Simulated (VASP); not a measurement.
# Ag (Fm-3m) in VASP: notebook

Aim: see how the results for Ag move with the level of theory and the settings. Levels: RPBE+D4, PBE exchange alone. Tasks: single point.

Everything below comes from runs of VASP 6.6.1. Logs are shortened: lines on timing, memory, paths and dates and some standing lists are left out, and cuts for length are marked.

## 1. The cell of the first run

Symmetry: Fm-3m, No. 225, cubic system. Conventional cell: a = 4.072 Å, b = 4.072 Å, c = 4.072 Å, α = 90.00°, β = 90.00°, γ = 90.00°. Within 3.8 Å of Ag (site symmetry m-3m) lie 12 Ag at 2.88 Å.

## 2. Single point, RPBE+D4

File INCAR:

```
PREC = Accurate ; ENCUT = 520
EDIFF = 1E-6 ; ISMEAR = -1
SIGMA = 0.05 ; LREAL = F
LASPH = T ; NELM = 80
ALGO = Normal ; ISIF = 2
LWAVE = F ; LCHARG = F
GGA = RP ; IVDW = 13
NBANDS = 12
```

File KPOINTS:

```
Automatic mesh
0
Gamma
  11 11 11
```

File POSCAR:

```
Ag
1.0
    0.0000000000      2.0360422142      2.0360422142
    2.0360422142      0.0000000000      2.0360422142
    2.0360422142      2.0360422142      0.0000000000
Ag
1
Direct
    0.0000000000      0.0000000000      0.0000000000
```

Potentials or basis: VASP PAW PBE potentials, release 64 (Ag).

Launch:

```bash
$ cat potpaw_PBE.64/Ag/POTCAR > POTCAR
$ mpirun -np 1 vasp_std > vasp.out
```

OUTCAR:

```text
PREC = Accurate
   ENCUT = 520
   EDIFF = 1E-6
   ISMEAR = -1
   LREAL = F
   LASPH = T
   NELM = 80
   ISIF = 2
   GGA = RP
   IVDW = 13

 ion  position               nearest neighbor table
   1  0.000  0.000  0.000-

  LATTYP: Found a face centered cubic cell.
 ALAT       =     4.0720844284

  Lattice vectors:

 A1 = (   0.0000000000,   2.0360422142,   2.0360422142)
 A2 = (   2.0360422142,   0.0000000000,   2.0360422142)
 A3 = (   2.0360422142,   2.0360422142,   0.0000000000)

Analysis of symmetry for initial positions (statically):
=====================================================================
 Subroutine PRICEL returns:
 Original cell was already a primitive cell.

 Routine SETGRP: Setting up the symmetry group for a
 face centered cubic supercell.

 Subroutine GETGRP returns: Found 48 space group operations
 (whereof 48 operations were pure point group operations)
 out of a pool of 48 trial point group operations.

The static configuration has the point symmetry O_h .

Analysis of symmetry for dynamics (positions and initial velocities):
=====================================================================
 Subroutine PRICEL returns:
 Original cell was already a primitive cell.

 Routine SETGRP: Setting up the symmetry group for a
 face centered cubic supercell.

 Subroutine GETGRP returns: Found 48 space group operations
 (whereof 48 operations were pure point group operations)
 out of a pool of 48 trial point group operations.

The dynamic configuration has the point symmetry O_h .

 Subroutine INISYM returns: Found 48 space group operations
 (whereof 48 operations are pure point group operations),
 and found     1 'primitive' translations

----------------------------------------------------------------------------------------

                                     Primitive cell

  volume of cell :      16.8807

  direct lattice vectors                    reciprocal lattice vectors
     0.000000000  2.036042214  2.036042214    -0.245574476  0.245574476  0.245574476
     2.036042214  0.000000000  2.036042214     0.245574476 -0.245574476  0.245574476
     2.036042214  2.036042214  0.000000000     0.245574476  0.245574476 -0.245574476

  length of vectors
     2.879398513  2.879398513  2.879398513     0.425347470  0.425347470  0.425347470

  position of ions in fractional coordinates (direct lattice)
     0.000000000  0.000000000  0.000000000

  ion indices of the primitive-cell ions
   primitive index   ion index
                 1           1

[... 79 lines left out ...]
   POTIM  = 0.5000    time-step for ionic-motion
   TEBEG  =    0.0;   TEEND  =   0.0 temperature during run
   PSTRESS=    0.0 pullay stress
   NELECT =      11.0000    total number of electrons
   NUPDOWN=      -1.0000    fix difference up-down
   EMIN   =  10.00;   EMAX   =-10.00  energy-range for DOS
   EFERMI =   0.00;   METHOD = LEGACY
   ISMEAR =    -1;   SIGMA  =   0.05  broadening in eV -4-tet -1-fermi 0-gaus
   EFERMI_NEDOS =   21; number of points for ismear=-14 and -15
   IALGO  =     38    algorithm
   IMIX   =      4    mixing-type and parameters
     AMIX     =   0.40;   BMIX     =  1.00
     AMIX_MAG =   1.60;   BMIX_MAG =  1.00
  volume/ion in A,a.u.               =      16.88       113.92
  Fermi-wavevector in a.u.,A,eV,Ry     =   1.419305  2.682097 27.407924  2.014426
  Thomas-Fermi vector in A             =   2.540339
   LORBIT       =      0    0 simple, 1 ext, 2 COOP (PROOUT), +10 PAW based schemes
   GGA     = RP    functional components
   LHFCALC =     F    Hartree Fock is set to
   AEXX    =    0.0000 exact exchange contribution
   IVDW    =    13    specifies the selected vdW correction
   LEPSILON=     F    determine dielectric tensor
   LRPA    =     F    only Hartree local field effects (RPA)
 non-spin polarized calculation
  energy-cutoff  :      520.00
  volume of cell :       16.88
 maximum number of plane-waves:       465
 NGX is ok and might be reduce to    24
   NGX = 11   NGY = 11   NGZ = 11

 number of electron      10.9999999 magnetization

 Free energy of the ion-electron system (eV)
  ---------------------------------------------------
  ext. energy  EPLUGINS =         0.00000000
  ---------------------------------------------------
  free energy    TOTEN  =        -2.15372288 eV

  energy without entropy =       -2.15111359  energy(sigma->0) =       -2.15241823

 E-fermi :   8.9686     XC(G=0): -12.1408

 val. band max:        8.9201630621   @ k =  -0.4545   0.0909   0.0000
 cond. band min:       9.0315042426   @ k =   0.4545   0.3636   0.0000
 fundamental gap:      0.1113411805
 Fermi energy:         8.9686042949

 k-point     1 :       0.0000    0.0000    0.0000
  band No.  band energies     occupation
      1       0.8998      2.00000
      2       3.8400      2.00000
      3       3.8400      2.00000
      4       3.8400      2.00000
      5       4.8853      2.00000
      6       4.8853      2.00000
      7      24.7397      0.00000
      8      28.4169      0.00000
      9      28.4169      0.00000
     10      28.4169      0.00000
     11      33.1772      0.00000
     12      34.4406      0.00000
[... 331 lines left out ...]
 k-point    24 :      -0.1818    0.1818    0.0000
  band No.  band energies     occupation
      1       2.9333      2.00000
      2       3.4340      2.00000
      3       4.0582      2.00000
      4       4.4606      2.00000
      5       4.4906      2.00000
      6       6.0554      2.00000
      7      20.7400      0.00000
      8      21.1455      0.00000
      9      27.4186      0.00000
     10      29.2149      0.00000
     11      29.9878      0.00000
     12      33.5639      0.00000

 [... further k-points ...]

------------------------ aborting loop because EDIFF is reached ----------------------------------------

  DFT-D4 for vdW energy calculation

  Edisp (eV):   -1.12823

  FORCE on cell =-STRESS in cart. coord.  units (eV):
  Direction    XX          YY          ZZ          XY          YZ          ZX
  --------------------------------------------------------------------------------------
  -------------------------------------------------------------------------------------
  Total      -0.01859    -0.01859    -0.01859    -0.00000    -0.00000     0.00000
  in kB      -1.76431    -1.76431    -1.76431    -0.00000    -0.00000     0.00000
  external pressure =       -1.76 kB  Pullay stress =        0.00 kB

 VOLUME and BASIS-vectors are now :
 -----------------------------------------------------------------------------
  energy-cutoff  :      520.00
  volume of cell :       16.88
      direct lattice vectors                 reciprocal lattice vectors
     0.000000000  2.036042214  2.036042214    -0.245574476  0.245574476  0.245574476
     2.036042214  0.000000000  2.036042214     0.245574476 -0.245574476  0.245574476
     2.036042214  2.036042214  0.000000000     0.245574476  0.245574476 -0.245574476

 POSITION                                       TOTAL-FORCE (eV/Angst)
 -----------------------------------------------------------------------------------
      0.00000      0.00000      0.00000         0.000000      0.000000      0.000000
 -----------------------------------------------------------------------------------
    total drift:                                0.000000     -0.000000     -0.000000

  FREE ENERGIE OF THE ION-ELECTRON SYSTEM (eV)
  ---------------------------------------------------
  free  energy   TOTEN  =        -3.2819487647 eV

  energy  without entropy=       -3.2793394775  energy(sigma->0) =       -3.28064412
```

OSZICAR:

```text
N       E                     dE             d eps       ncg     rms          rms(c)
DAV:   1     0.526710611844E+02    0.52671E+02   -0.55584E+03  1360   0.838E+02
DAV:   2    -0.159476336655E+01   -0.54266E+02   -0.51554E+02  1560   0.196E+02
DAV:   3    -0.236010774133E+01   -0.76534E+00   -0.76496E+00  1592   0.245E+01
DAV:   4    -0.236233464831E+01   -0.22269E-02   -0.22268E-02  1572   0.141E+00
DAV:   5    -0.236235131421E+01   -0.16666E-04   -0.16666E-04  1600   0.107E-01    0.522E+00
DAV:   6    -0.216339254217E+01    0.19896E+00   -0.73966E-01  1500   0.783E+00    0.346E+00
DAV:   7    -0.215583021787E+01    0.75623E-02   -0.12865E-02  1580   0.108E+00    0.192E+00
DAV:   8    -0.215370830952E+01    0.21219E-02   -0.95762E-04  1500   0.244E-01    0.103E-01
DAV:   9    -0.215371344693E+01   -0.51374E-05   -0.88217E-06  1584   0.234E-02    0.298E-02
DAV:  10    -0.215372368513E+01   -0.10238E-04   -0.78833E-06  1536   0.284E-02    0.893E-03
DAV:  11    -0.215372287660E+01    0.80854E-06   -0.11679E-07   860   0.301E-03
   1 F= -.32819488E+01 E0= -.32806441E+01  d E =-.260929E-02
```

Run time: 5.8 s. Hardware: 1 thread of Intel Xeon 6975P-C, shared host; peak memory 0.14 GiB.

Results:

```
Free energy                : -3.2819 eV
Pressure                   : -0.2 GPa
Dispersion energy per atom : -1.128 eV
```

Levels at points of the mesh, in eV from the Fermi level:
```
           k point  band 4  band 5  band 6  band 7  band 8  band 9
(0.00, 0.00, 0.00)   -5.13   -4.08   -4.08   15.77   19.45   19.45
```

Caveat: the PAW data sets were made with another functional, which shifts forces and pressure a little; pairwise dispersion overbinds metals, which lowers pressure and volume.

## 3. Single point, PBE exchange alone

This run uses another cell than the first one, of 16.37 Å³/atom, 0.970 times its volume.

File INCAR:

```
  PREC = Accurate
  ENCUT = 520
  EDIFF = 1E-7
  ISMEAR = -1
  SIGMA = 0.05
  LREAL = False
  LASPH = True
  NELM = 80
  ALGO = Normal
  ISIF = 2
  LWAVE = False
  LCHARG = False
  GGA = PE
  ALDAC = 0.0
  AGGAC = 0.0
  NBANDS = 12
```

KPOINTS is that of step 2.

File POSCAR:

```
Ag
1.0
    0.0000000000      2.0151418859      2.0151418859
    2.0151418859      0.0000000000      2.0151418859
    2.0151418859      2.0151418859      0.0000000000
Ag
1
Direct
    0.0000000000      0.0000000000      0.0000000000
```

Potentials or basis: VASP PAW PBE potentials, release 64 (Ag).

Launch:

```bash
$ cat potpaw_PBE.64/Ag/POTCAR > POTCAR
$ mpirun -np 1 vasp_std > vasp.out
```

Run time: 6.1 s. Hardware: 1 thread of Intel Xeon 6975P-C, shared host; peak memory 0.14 GiB.

It converged, with:

* Free energy: -1.0543 eV
* Pressure: 29.9 GPa

Levels at points of the mesh, in eV from the Fermi level:
```
           k point  band 4  band 5  band 6  band 7  band 8  band 9
(0.00, 0.00, 0.00)   -5.31   -4.20   -4.20   16.03   19.66   19.66
```
